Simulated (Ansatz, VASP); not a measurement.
MgI2 in VASP and in Ansatz

```
CELL_PARAMETERS angstrom
4.20720 0.00000 0.00000
-2.10360 3.64354 0.00000
0.00000 0.00000 8.02030
ATOMIC_POSITIONS crystal
Mg 0.00000 0.00000 0.00000
I 0.33333 0.66667 0.78587
I 0.66667 0.33333 0.21413
```

Change from the starting cell: engineering shear strain xz +0.0000, normal strain along z +0.0267.

Alike in both runs: task relaxation of the atoms; functional PBE; k mesh 6 × 6 × 4; occupations gaussian, width 0.05 eV; no spin polarisation.

```csv
,VASP,Ansatz
version,VASP 6.6.1,Ansatz 0.2.0
potentials or method,"VASP PAW PBE potentials, release 64 (Mg, I), cutoff 520 eV","scalar-relativistic, plane waves, PAW"
valence electrons in the cell,16,44
```

```csv
,VASP,Ansatz,Ansatz less VASP
"gap on the k mesh at the Fermi level, each at its own relaxed structure (eV)",3.62,3.63,+0.010
```

VASP's potentials hold 16 valence electrons a cell and Ansatz's 44, so a difference there can come from the potentials and not from the codes. Ansatz's warnings: stress scf threshold loose.

Neither program's run includes spin-orbit coupling.
